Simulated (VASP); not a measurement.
**Pt: single point with LDA**

The system is Pt.

```
Pt
1.0
     0.00000    2.22601    1.44446
     2.22601    0.00000    1.44446
     2.22601    2.22601    0.00000
Pt
1
Direct
  0.00000 0.00000 0.00000
```

| Item | Value |
| --- | --- |
| Program | VASP 6.6.1 |
| Task | single point |
| Functional | LDA |
| Potentials or basis | VASP PAW LDA potentials, release 64 (Pt) |
| Cutoff | 520 eV |
| k mesh | 22 × 22 × 22 |
| Occupations | gaussian, width 0.15 eV |
| Spin | no spin polarisation |

```json
{
 "Pressure": "14.2 GPa",
 "Band gap on the k mesh": "zero (bands 5 and 6 overlap by 2.52 eV)"
}
```

Stress tensor (GPa, compression positive):
```
17.94  0.00  0.00
 0.00 17.94  0.00
 0.00  0.00  6.60
```

Levels at points of the mesh, in eV from the Fermi level:
```
           k point  band 1  band 2  band 3  band 4  band 5  band 6  band 7  band 8  band 9  band 10
(0.00, 0.00, 0.00)  -10.61   -4.64   -3.76   -3.76   -1.90   -0.68   16.40   16.40   18.30    27.91
(0.50, 0.00, 0.00)   -7.60   -6.05   -1.35   -0.27    0.16    1.23    7.46   12.92   15.88    24.74
(0.50, 0.50, 0.00)   -7.18   -7.16    0.52    0.52    0.81    6.95    6.95    9.71   13.96    19.53
(0.50, 0.00, 0.50)   -7.70   -5.11   -2.19   -1.07   -0.47    1.10    6.62   13.82   18.08    22.88
```

Wall time 2.4 min on 1 thread of Intel Xeon 8259CL, with other jobs on the host, peak memory 0.24 GiB.

Caveat: the cell stands under pressure; spin-orbit coupling is left out, which moves the levels of the heavy elements.
